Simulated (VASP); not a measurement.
# Sc (P6_3/mmc) in VASP: further runs

Sc is run at these levels: PBE; tasks: single point.

All numbers are computed with VASP 6.6.1; they aren't measurements. Logs are shortened: lines on timing, memory, paths and dates and some standing lists are left out, and cuts for length are marked.

**1. The cell of the first run**

Symmetry: P6_3/mmc, No. 194, hexagonal system. The conventional cell has a = 3.319 Å, b = 3.319 Å, c = 5.184 Å, α = 90.00°, β = 90.00°, γ = 120.00°. Within 4.2 Å of Sc (site symmetry -6m2) lie 12 Sc at 3.22 to 3.32 Å.

**2. Single point, PBE**

The input, INCAR:

```
PREC = Accurate ; ENCUT = 520
EDIFF = 1E-6 ; ISMEAR = -1
SIGMA = 0.1 ; LREAL = F
LASPH = T ; NELM = 60
ALGO = Normal ; ISIF = 2
LWAVE = F ; LCHARG = T
GGA = PE ; LELF = T
LVHAR = T ; NBANDS = 18
```

The input, KPOINTS:

```
regular mesh
0
Gamma
  12 12 7
```

The input, POSCAR:

```
Sc
1.0
    3.3193628924      0.0000000000      0.0000000000
   -1.6596814462      2.8746525892      0.0000000000
    0.0000000000      0.0000000000      5.1842605006
Sc
2
Direct
    0.3333333333      0.6666666667      0.2500000000
    0.6666666667      0.3333333333      0.7500000000
```

Potentials or basis: VASP PAW PBE potentials, release 64 (Sc_sv).

Launch:

```sh
$ cat potpaw_PBE.64/Sc_sv/POTCAR > POTCAR
$ mpirun -np 1 vasp_std > vasp.out
```

OUTCAR:

```text
PREC = Accurate
   ENCUT = 520
   EDIFF = 1E-6
   ISMEAR = -1
   LREAL = F
   LASPH = T
   NELM = 60
   ISIF = 2
   GGA = PE

 ion  position               nearest neighbor table
   1  0.333  0.667  0.250-   2 3.22   2 3.22   2 3.22   2 3.22   2 3.22   2 3.22
   2  0.667  0.333  0.750-   1 3.22   1 3.22   1 3.22   1 3.22   1 3.22   1 3.22

  LATTYP: Found a hexagonal cell.
 ALAT       =     3.3193628924
 C/A-ratio  =     1.5618239610

  Lattice vectors:

 A1 = (   3.3193628924,   0.0000000000,   0.0000000000)
 A2 = (  -1.6596814462,   2.8746525892,   0.0000000000)
 A3 = (   0.0000000000,   0.0000000000,   5.1842605006)

Analysis of symmetry for initial positions (statically):
=====================================================================
 Subroutine PRICEL returns:
 Original cell was already a primitive cell.

 Routine SETGRP: Setting up the symmetry group for a
 hexagonal supercell.

 Subroutine GETGRP returns: Found 24 space group operations
 (whereof 12 operations were pure point group operations)
 out of a pool of 24 trial point group operations.

The static configuration has the point symmetry D_3d.
 The point group associated with its full space group is D_6h.

Analysis of symmetry for dynamics (positions and initial velocities):
=====================================================================
 Subroutine PRICEL returns:
 Original cell was already a primitive cell.

 Routine SETGRP: Setting up the symmetry group for a
 hexagonal supercell.

 Subroutine GETGRP returns: Found 24 space group operations
 (whereof 12 operations were pure point group operations)
 out of a pool of 24 trial point group operations.

The dynamic configuration has the point symmetry D_3d.
 The point group associated with its full space group is D_6h.

 Subroutine INISYM returns: Found 24 space group operations
 (whereof 12 operations are pure point group operations),
 and found     1 'primitive' translations

----------------------------------------------------------------------------------------

                                     Primitive cell

  volume of cell :      49.4683

  direct lattice vectors                    reciprocal lattice vectors
     3.319362892  0.000000000  0.000000000     0.301262632  0.173934061  0.000000000
    -1.659681446  2.874652589  0.000000000     0.000000000  0.347868123  0.000000000
     0.000000000  0.000000000  5.184260501     0.000000000  0.000000000  0.192891542

  length of vectors
     3.319362892  3.319362892  5.184260501     0.347868123  0.347868123  0.192891542

  position of ions in fractional coordinates (direct lattice)
     0.333333333  0.666666667  0.250000000
     0.666666667  0.333333333  0.750000000

  ion indices of the primitive-cell ions
   primitive index   ion index
                 1           1
                 2           2

----------------------------------------------------------------------------------------

 KPOINTS: regular mesh

Automatic generation of k-mesh.
 Grid dimensions read from file:
 generate k-points for:   12   12    7

 Generating k-lattice:

  Cartesian coordinates                     Fractional coordinates (reciprocal lattice)
     0.025105219  0.014494505  0.000000000     0.083333333  0.000000000  0.000000000
     0.000000000  0.028989010  0.000000000     0.000000000  0.083333333  0.000000000
     0.000000000  0.000000000  0.027555935     0.000000000  0.000000000  0.142857143

  Length of vectors
     0.028989010  0.028989010  0.027555935

  Shift w.r.t. Gamma in fractional coordinates (k-lattice)
     0.000000000  0.000000000  0.000000000

 Subroutine IBZKPT returns following result:
 ===========================================

 Found     76 irreducible k-points:

 Following reciprocal coordinates:
            Coordinates               Weight
  0.000000  0.000000  0.000000      1.000000
  0.083333 -0.000000  0.000000      6.000000
  0.166667 -0.000000  0.000000      6.000000
  0.250000 -0.000000  0.000000      6.000000
  0.333333 -0.000000  0.000000      6.000000
  0.416667 -0.000000  0.000000      6.000000
[... 16 lines left out ...]
  0.250000 -0.000000  0.142857     12.000000
  0.333333 -0.000000  0.142857     12.000000
 [... further k-points ...]
   k-points           NKPTS =     76   k-points in BZ     NKDIM =     76   number of bands    NBANDS=     18
   number of dos      NEDOS =    301   number of ions     NIONS =      2
   total plane-waves  NPLWV =  31360
   dimension x,y,z NGX =    28 NGY =   28 NGZ =   40
   dimension x,y,z NGXF=    56 NGYF=   56 NGZF=   80
   ions per type =               2
   NGX,Y,Z   is equivalent  to a cutoff of  14.02, 14.02, 12.83 a.u.
   NGXF,Y,Z  is equivalent  to a cutoff of  28.05, 28.05, 25.65 a.u.
 SYSTEM =  unknown system
   PREC   = accura    normal or accurate (medium, high low for compatibility)
   ISTART =      0    job   : 0-new  1-cont  2-samecut
   ICHARG =      2    charge: 1-file 2-atom 10-const
   ISPIN  =      1    spin polarized calculation?
   LNONCOLLINEAR =      F non collinear calculations
   LSORBIT =      F    spin-orbit coupling
   LASPH  =      T    aspherical Exc in radial PAW
   ENCUT  =  520.0 eV  38.22 Ry    6.18 a.u.   6.17  6.17  9.64*2*pi/ulx,y,z
   NELM   =     60;   NELMIN=  2; NELMDL= -5     # of ELM steps
   EDIFF  = 0.1E-05   stopping-criterion for ELM
   LREAL  =      F    real-space projection
   EDIFFG = 0.1E-04   stopping-criterion for IOM
   NSW    =      0    number of steps for IOM
   IBRION =     -1    ionic relax: 0-MD 1-quasi-New 2-CG
   NFREE  =      0    steps in history (QN), initial steepest desc. (CG)
   ISIF   =      2    stress and relaxation
   ISYM   =      2    0-nonsym 1-usesym 2-fastsym
   POTIM  = 0.5000    time-step for ionic-motion
   TEBEG  =    0.0;   TEEND  =   0.0 temperature during run
   PSTRESS=    0.0 pullay stress
   NELECT =      22.0000    total number of electrons
   NUPDOWN=      -1.0000    fix difference up-down
   EMIN   =  10.00;   EMAX   =-10.00  energy-range for DOS
   EFERMI =   0.00;   METHOD = LEGACY
   ISMEAR =    -1;   SIGMA  =   0.10  broadening in eV -4-tet -1-fermi 0-gaus
   EFERMI_NEDOS =   21; number of points for ismear=-14 and -15
   IALGO  =     38    algorithm
   IMIX   =      4    mixing-type and parameters
     AMIX     =   0.40;   BMIX     =  1.00
     AMIX_MAG =   1.60;   BMIX_MAG =  1.00
  volume/ion in A,a.u.               =      24.73       166.91
  Fermi-wavevector in a.u.,A,eV,Ry     =   1.249607  2.361415 21.245735  1.561517
  Thomas-Fermi vector in A             =   2.383640
   LORBIT       =      0    0 simple, 1 ext, 2 COOP (PROOUT), +10 PAW based schemes
   GGA     = PE    functional components
   LHFCALC =     F    Hartree Fock is set to
   AEXX    =    0.0000 exact exchange contribution
   IVDW    =     0    specifies the selected vdW correction
   LEPSILON=     F    determine dielectric tensor
   LRPA    =     F    only Hartree local field effects (RPA)
 non-spin polarized calculation
  energy-cutoff  :      520.00
  volume of cell :       49.47
 maximum number of plane-waves:      1345
 NGX is ok and might be reduce to    28
   NGX = 13   NGY = 13   NGZ = 19

 number of electron      21.9999995 magnetization

 Free energy of the ion-electron system (eV)
  ---------------------------------------------------
  ext. energy  EPLUGINS =         0.00000000
  ---------------------------------------------------
  free energy    TOTEN  =       -12.56401791 eV

  energy without entropy =      -12.43935318  energy(sigma->0) =      -12.50168555

 E-fermi :   3.6598     XC(G=0):  -9.8628

 val. band max:        3.6582454185   @ k =   0.4167  -0.0000   0.2857
 cond. band min:       3.6636077710   @ k =   0.4167  -0.0000   0.4286
 fundamental gap:      0.0053623525
 Fermi energy:         3.6598059804

 k-point     1 :       0.0000    0.0000    0.0000
  band No.  band energies     occupation
      1     -45.7639      2.00000
      2     -45.6947      2.00000
      3     -24.5923      2.00000
      4     -24.2508      2.00000
      5     -24.2508      2.00000
      6     -24.1859      2.00000
[... 10 lines left out ...]
     17       5.9723      0.00000
     18       5.9723      0.00000

 k-point     2 :       0.0833   -0.0000    0.0000
  band No.  band energies     occupation
      1     -45.7607      2.00000
      2     -45.6936      2.00000
      3     -24.5835      2.00000
      4     -24.2678      2.00000
      5     -24.2567      2.00000
      6     -24.2038      2.00000
[... 10 lines left out ...]
     17       5.8542      0.00000
     18       5.8807      0.00000

 k-point     3 :       0.1667   -0.0000    0.0000
  band No.  band energies     occupation
      1     -45.7518      2.00000
      2     -45.6908      2.00000
      3     -24.5580      2.00000
      4     -24.3147      2.00000
      5     -24.2724      2.00000
      6     -24.2520      2.00000
[... 10 lines left out ...]
     17       5.9677      0.00000
     18       6.0701      0.00000

 k-point     4 :       0.2500   -0.0000    0.0000
  band No.  band energies     occupation
      1     -45.7391      2.00000
      2     -45.6876      2.00000
      3     -24.5196      2.00000
      4     -24.3796      2.00000
      5     -24.3157      2.00000
      6     -24.2931      2.00000
[... 375 lines left out ...]
      4     -24.3089      2.00000
      5     -24.2686      2.00000
      6     -24.2664      2.00000
[... 10 lines left out ...]
     17       6.0993      0.00000
     18       6.1661      0.00000

 k-point    23 :       0.2500   -0.0000    0.1429
  band No.  band energies     occupation
      1     -45.7365      2.00000
      2     -45.6901      2.00000
      3     -24.5145      2.00000
      4     -24.3682      2.00000
      5     -24.3298      2.00000
      6     -24.2887      2.00000
[... 10 lines left out ...]
     17       6.4235      0.00000
     18       6.4457      0.00000

 k-point    24 :       0.3333   -0.0000    0.1429
  band No.  band energies     occupation
      1     -45.7232      2.00000
      2     -45.6874      2.00000
      3     -24.4984      2.00000
      4     -24.4148      2.00000
      5     -24.3857      2.00000
      6     -24.3081      2.00000
[... 10 lines left out ...]
     17       6.8414      0.00000
     18       6.8773      0.00000

 [... further k-points ...]
[... 5 lines left out ...]
  --------------------------------------------------------------------------------------
  -------------------------------------------------------------------------------------
  Total       -0.0071907     -0.0071907      0.0093601      0.0000000     -0.0000000      0.0000000
  in kB       -0.2328920     -0.2328920      0.3031532      0.0000000     -0.0000000      0.0000000
  external PRESSURE =      -0.0542103 kB  Pullay stress =       0.0000000 kB

 VOLUME and BASIS-vectors are now :
 -----------------------------------------------------------------------------
  energy-cutoff  :      520.00
  volume of cell :       49.47
      direct lattice vectors                 reciprocal lattice vectors
     3.319362892  0.000000000  0.000000000     0.301262632  0.173934061  0.000000000
    -1.659681446  2.874652589  0.000000000     0.000000000  0.347868123  0.000000000
     0.000000000  0.000000000  5.184260501     0.000000000  0.000000000  0.192891542

 POSITION                                       TOTAL-FORCE (eV/Angst)
 -----------------------------------------------------------------------------------
     -0.00000      1.91644      1.29607        -0.000000     -0.000000     -0.000000
      1.65968      0.95822      3.88820         0.000000      0.000000      0.000000
 -----------------------------------------------------------------------------------
    total drift:                               -0.000000      0.000000     -0.000000

  FREE ENERGIE OF THE ION-ELECTRON SYSTEM (eV)
  ---------------------------------------------------
  free  energy   TOTEN  =       -12.5640179131 eV

  energy  without entropy=      -12.4393531828  energy(sigma->0) =      -12.50168555
```

Wall time 73 s (1 thread of Intel Xeon 8259CL, shared host); peak memory 0.21 GiB.

What came out:

- Free energy: -12.5640 eV
- Pressure: 0.0 GPa
- Band gap on the k mesh: zero (bands 11 and 12 overlap by 1.28 eV)

**3. Single point, PBE**

The input, INCAR:

```
PREC = Accurate
ENCUT = 520
EDIFF = 1E-7
ISMEAR = -1
SIGMA = 0.1
LREAL = False
LASPH = True
NELM = 80
ALGO = Normal
ISIF = 2
LWAVE = False
LCHARG = False
GGA = PE
NBANDS = 18
```

The input, KPOINTS:

```
regular mesh
0
Gamma
  16 16 9
```

POSCAR is that of step 2.

Potentials or basis: VASP PAW PBE potentials, release 64 (Sc_sv).

Launch:

```sh
$ cat potpaw_PBE.64/Sc_sv/POTCAR > POTCAR
$ mpirun -np 1 vasp_std > vasp.out
```

Wall time 2.3 min (1 thread of Intel Xeon 8259CL, shared host); peak memory 0.26 GiB.

Results (log left out):

```
Free energy            : -12.5638 eV
Pressure               : 0.0 GPa
Band gap on the k mesh : zero (bands 11 and 12 overlap by 1.34 eV)
```

Levels at points of the mesh, in eV from the Fermi level:
```
           k point  band 9  band 10  band 11  band 12  band 13  band 14
(0.00, 0.00, 0.00)   -5.12    -1.63     0.58     1.59     1.59     1.83
(0.50, 0.00, 0.00)   -1.61    -1.05    -0.67    -0.34     1.28     1.35
```
